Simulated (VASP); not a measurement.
# Bi3O (P1) in VASP: single point with PBE

Aim: the single point of Bi3O with PBE.

All numbers are computed with VASP 6.6.1; they aren't measurements. Logs are shortened: lines on timing, memory, paths and dates and some standing lists are left out, and cuts for length are marked.

## 1. The cell of the first run

The typed cell holds 8 atoms: a = 4.936 Å, b = 5.002 Å, c = 10.203 Å, α = 90.96°, β = 94.08°, γ = 95.86°.

## 2. Single point, PBE

The input, INCAR:

```
SYSTEM = Bi3O
  PREC = Accurate
  ENCUT = 520
  EDIFF = 1E-6
  ISMEAR = 0
  SIGMA = 0.1
  LREAL = .FALSE.
  LASPH = .TRUE.
  NELM = 100
  ALGO = Normal
  ISIF = 2
  LWAVE = .FALSE.
  LCHARG = .FALSE.
  GGA = PE
  NBANDS = 61
```

The input, KPOINTS:

```
Automatic mesh
0
G
  4 4 2
  0 0 0
```

The input, POSCAR:

```
Bi3O
1.0
    4.9364157535      0.0000000000      0.0000000000
   -0.5109692371      4.9756173551      0.0000000000
   -0.7258825492     -0.2470125914     10.1744550613
Bi O
6 2
Direct
    0.0334993997      0.5338564297      0.3045830748
    0.0317135824      0.5199619353      0.8017027056
    0.5177222610      0.5841837659      0.0171219351
    0.5328023379      0.6126083948      0.5114038590
    0.5942834712      0.0181813152      0.2482369650
    0.5913048073      0.0173571825      0.7536836586
    0.3272376510      0.3399758095      0.1771427293
    0.3714364895      0.3738751671      0.6861250725
```

Potentials or basis: VASP PAW PBE potentials, release 64 (Bi_d, O).

Command:

```console
> cat potpaw_PBE.64/Bi_d/POTCAR potpaw_PBE.64/O/POTCAR > POTCAR
> mpirun -np 1 vasp_std > vasp.out
```

OUTCAR:

```text
SYSTEM = Bi3O
   PREC = Accurate
   ENCUT = 520
   EDIFF = 1E-6
   ISMEAR = 0
   LREAL = .FALSE.
   LASPH = .TRUE.
   NELM = 100
   ISIF = 2
   GGA = PE

 ion  position               nearest neighbor table
   1  0.033  0.534  0.305-   7 2.29   4 3.12   5 3.21   4 3.41   5 3.44   5 3.57   3 3.77   3 3.91

   2  0.032  0.520  0.802-   8 2.29   3 3.12   6 3.16   6 3.49   3 3.51   6 3.59   4 3.78
   3  0.518  0.584  0.017-   7 2.26   2 3.12   5 3.15   6 3.50   2 3.51   5 3.75   1 3.77   1 3.91

   4  0.533  0.613  0.511-   8 2.31   1 3.12   6 3.15   5 3.40   1 3.41   2 3.78   6 3.92
   5  0.594  0.018  0.248-   7 2.28   3 3.15   1 3.21   4 3.40   1 3.44   1 3.57   3 3.75
   6  0.591  0.017  0.754-   8 2.27   4 3.15   2 3.16   2 3.49   3 3.50   2 3.59   4 3.92
   7  0.327  0.340  0.177-   3 2.26   5 2.28   1 2.29
   8  0.371  0.374  0.686-   6 2.27   2 2.29   4 2.31

  LATTYP: Found a triclinic cell.
 ALAT       =     6.6589297138
 B/A-ratio  =     0.7511395463
 C/A-ratio  =     1.5322741932
 COS(alpha) =     0.0168147491
 COS(beta)  =     0.0653693257
 COS(gamma) =     0.6754079703

  Lattice vectors:

 A1 = (  -4.4254465164,  -4.9756173551,   0.0000000000)
 A2 = (   0.5109692371,  -4.9756173551,   0.0000000000)
 A3 = (  -0.7258825492,  -0.2470125914,  10.1744550613)

Analysis of symmetry for initial positions (statically):
=====================================================================
 Subroutine PRICEL returns:
 Original cell was already a primitive cell.

 Routine SETGRP: Setting up the symmetry group for a
 triclinic supercell.

 Subroutine GETGRP returns: Found  1 space group operations
 (whereof  1 operations were pure point group operations)
 out of a pool of  2 trial point group operations.

The static configuration has the point symmetry C_1 .

Analysis of symmetry for dynamics (positions and initial velocities):
=====================================================================
 Subroutine PRICEL returns:
 Original cell was already a primitive cell.

 Routine SETGRP: Setting up the symmetry group for a
 triclinic supercell.

 Subroutine GETGRP returns: Found  1 space group operations
 (whereof  1 operations were pure point group operations)
 out of a pool of  2 trial point group operations.

The dynamic configuration has the point symmetry C_1 .

 Subroutine INISYM returns: Found  1 space group operations
 (whereof  1 operations are pure point group operations),
[... 106 lines left out ...]
   NSW    =      0    number of steps for IOM
   IBRION =     -1    ionic relax: 0-MD 1-quasi-New 2-CG
   NFREE  =      0    steps in history (QN), initial steepest desc. (CG)
   ISIF   =      2    stress and relaxation
   ISYM   =      2    0-nonsym 1-usesym 2-fastsym
   POTIM  = 0.5000    time-step for ionic-motion
   TEBEG  =    0.0;   TEEND  =   0.0 temperature during run
   PSTRESS=    0.0 pullay stress
   NELECT =     102.0000    total number of electrons
   NUPDOWN=      -1.0000    fix difference up-down
   EMIN   =  10.00;   EMAX   =-10.00  energy-range for DOS
   EFERMI =   0.00;   METHOD = LEGACY
   ISMEAR =     0;   SIGMA  =   0.10  broadening in eV -4-tet -1-fermi 0-gaus
   EFERMI_NEDOS =   21; number of points for ismear=-14 and -15
   IALGO  =     38    algorithm
   IMIX   =      4    mixing-type and parameters
     AMIX     =   0.40;   BMIX     =  1.00
     AMIX_MAG =   1.60;   BMIX_MAG =  1.00
  volume/ion in A,a.u.               =      31.24       210.80
  Fermi-wavevector in a.u.,A,eV,Ry     =   1.214372  2.294830 20.064490  1.474698
  Thomas-Fermi vector in A             =   2.349793
   LORBIT       =      0    0 simple, 1 ext, 2 COOP (PROOUT), +10 PAW based schemes
   GGA     = PE    functional components
   LHFCALC =     F    Hartree Fock is set to
   AEXX    =    0.0000 exact exchange contribution
   IVDW    =     0    specifies the selected vdW correction
   LEPSILON=     F    determine dielectric tensor
   LRPA    =     F    only Hartree local field effects (RPA)
 non-spin polarized calculation
 Gauss-broadening in eV      SIGMA  =   0.10
  energy-cutoff  :      520.00
  volume of cell :      249.90
 maximum number of plane-waves:      6748
 NGX is ok and might be reduce to    40
   NGX = 19   NGY = 19   NGZ = 37

 number of electron     102.0000006 magnetization

 Free energy of the ion-electron system (eV)
  ---------------------------------------------------
  ext. energy  EPLUGINS =         0.00000000
  ---------------------------------------------------
  free energy    TOTEN  =       -34.65382912 eV

  energy without entropy =      -34.64366855  energy(sigma->0) =      -34.64874883

 E-fermi :   5.1782     XC(G=0):  -9.0489

 val. band max:        5.1125365795   @ k =   0.5000   0.0000   0.0000
 cond. band min:       5.2872615381   @ k =   0.0000   0.0000   0.5000
 fundamental gap:      0.1747249586
 Fermi energy:         5.1782361030

 k-point     1 :       0.0000    0.0000    0.0000
  band No.  band energies     occupation
      1     -17.9565      2.00000
      2     -17.9159      2.00000
      3     -17.8359      2.00000
      4     -17.8274      2.00000
      5     -17.8249      2.00000
      6     -17.8177      2.00000
[... 1269 lines left out ...]
     60       9.3070      0.00000
     61      10.2269      0.00000

------------------------ aborting loop because EDIFF is reached ----------------------------------------

  FORCE on cell =-STRESS in cart. coord.  units (eV):
  Direction    XX          YY          ZZ          XY          YZ          ZX
  --------------------------------------------------------------------------------------
  -------------------------------------------------------------------------------------
  Total        0.1700128      0.0269109     -0.1822358      0.3355603     -0.5181424      0.2222837
  in kB        1.0899896      0.1725317     -1.1683541      2.1513509     -3.3219255      1.4251101
  external PRESSURE =       0.0313891 kB  Pullay stress =       0.0000000 kB

 VOLUME and BASIS-vectors are now :
 -----------------------------------------------------------------------------
  energy-cutoff  :      520.00
  volume of cell :      249.90
      direct lattice vectors                 reciprocal lattice vectors
     4.936415754  0.000000000  0.000000000     0.202576130  0.020803483  0.014957577
    -0.510969237  4.975617355  0.000000000     0.000000000  0.200980085  0.004879339
    -0.725882549 -0.247012591 10.174455061     0.000000000  0.000000000  0.098285362

 POSITION                                       TOTAL-FORCE (eV/Angst)
 -----------------------------------------------------------------------------------
     -0.32851      2.58103      3.09897        -0.112593     -0.021774     -0.023379
     -0.69108      2.38910      8.15689        -0.037015     -0.043892     -0.019840
      2.24476      2.90245      0.17421         0.016355      0.022964     -0.091074
      1.94589      2.92178      5.20326         0.060002      0.010648      0.008379
      2.74415      0.02915      2.52568         0.010633      0.001883      0.102677
      2.36297     -0.09981      7.66832         0.046629      0.079353      0.059929
      1.31308      1.64783      1.80233         0.072524     -0.011681     -0.042288
      1.14448      1.69078      6.98095        -0.056535     -0.037502      0.005597
 -----------------------------------------------------------------------------------
    total drift:                               -0.001445     -0.000178     -0.000024

  FREE ENERGIE OF THE ION-ELECTRON SYSTEM (eV)
  ---------------------------------------------------
  free  energy   TOTEN  =       -34.6538291184 eV

  energy  without entropy=      -34.6436685483  energy(sigma->0) =      -34.64874883
```

Run time: 10 min. Hardware: 1 thread of Intel Xeon 8259CL, shared host; peak memory 0.46 GiB.

Results:

```yaml
Free_energy: -34.6538 eV
Pressure: 0.0 GPa
Largest_force: 0.117 eV/Å
Band_gap_on_the_k_mesh: zero (bands 51 and 52 overlap by 0.73 eV)
```

Forces in eV/Å, atoms in the order of the input:
```
Bi  -0.113 -0.022 -0.023
Bi  -0.037 -0.044 -0.020
Bi   0.016  0.023 -0.091
Bi   0.060  0.011  0.008
Bi   0.011  0.002  0.103
Bi   0.047  0.079  0.060
O    0.073 -0.012 -0.042
O   -0.057 -0.038  0.006
```

Caveat: spin-orbit coupling is left out, which moves the levels of the heavy elements.

The gap in the log of VASP goes by the Fermi energy; the results here count the filled bands.